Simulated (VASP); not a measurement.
**AlNi3: single point with PBE**

AlNi3:

```
Al Ni
1.0
     0.00000    2.77797    2.77797
     2.77797    0.00000    2.77797
     2.77797    2.77797    0.00000
Al Ni
1 3
Direct
  0.50000 0.50000 0.50000
  0.25000 0.25000 0.25000
  0.00000 0.00000 0.00000
  0.75000 0.75000 0.75000
```

```yaml
Program: VASP 6.6.1
Task: single point
Functional: PBE
Potentials_or_basis: VASP PAW PBE potentials, release 64 (Al, Ni)
Cutoff: 520 eV
k_mesh: 14 × 14 × 14
Occupations: gaussian, width 0.15 eV
Spin: collinear spin, ferromagnetic start
Starting_moments: "[0.0, 0.5, 0.5, 0.5] μB"
Fixed_moment: 1.5 μB
```

```
Pressure                                              : 14.9 GPa
Net moment                                            : 1.50 μB per cell
Site moments                                          : Al +0.01; Ni +0.43, +0.57 (each value once) μB
Valence electrons inside the program's atomic spheres : Al 0.84; Ni 9.50, 9.43 (each value once)
```

It took 2.7 min on 1 thread of Intel(R) Xeon(R) Platinum 8559C (Emerald Rapids), on a shared host, peak memory 0.31 GiB.

Caveat: the cell stands under pressure; the total moment is fixed, so each spin has its own Fermi level.
